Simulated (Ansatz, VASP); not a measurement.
**One calculation of H, two programs**

```
CELL_PARAMETERS angstrom
2.62348 -2.56690 0.00000
2.62348 2.56690 0.00000
0.00000 0.00000 4.14182
ATOMIC_POSITIONS crystal
H 0.95330 0.04670 0.10472
H 0.45330 0.54670 0.43149
H 0.54670 0.45330 0.56851
H 0.04670 0.95330 0.93149
```

Alike in both runs: task single point; functional LDA; k mesh 6 × 6 × 6; occupations gaussian, width 0.05 eV; no spin polarisation.

```csv
,VASP,Ansatz
version,VASP 6.6.1,Ansatz 0.2.0
potentials or method,"VASP PAW LDA potentials, release 64 (H), cutoff 520 eV","scalar-relativistic, plane waves, PAW"
valence electrons in the cell,4,4
```

|  | VASP | Ansatz | Ansatz less VASP |
| --- | --- | --- | --- |
| gap on the k mesh at the Fermi level (eV) | 7.82 | 7.82 | +0.005 |
| least direct gap on the mesh (eV) | 8.29 | 8.29 | +0.004 |
| pressure (GPa) | -1.9 | -1.8 | +0.12 |
| traceless stress, the component that is largest in VASP (GPa) | -3.49 | -3.52 | -0.032 |
| rms of the force components (eV/Å) | 0.978 | 0.987 | +0.0083 |

LDA's correlation is that of Perdew and Zunger in VASP and of Perdew and Wang (1992) in Ansatz. Atom by atom the forces differ by 0.011 eV/Å (rms over components).
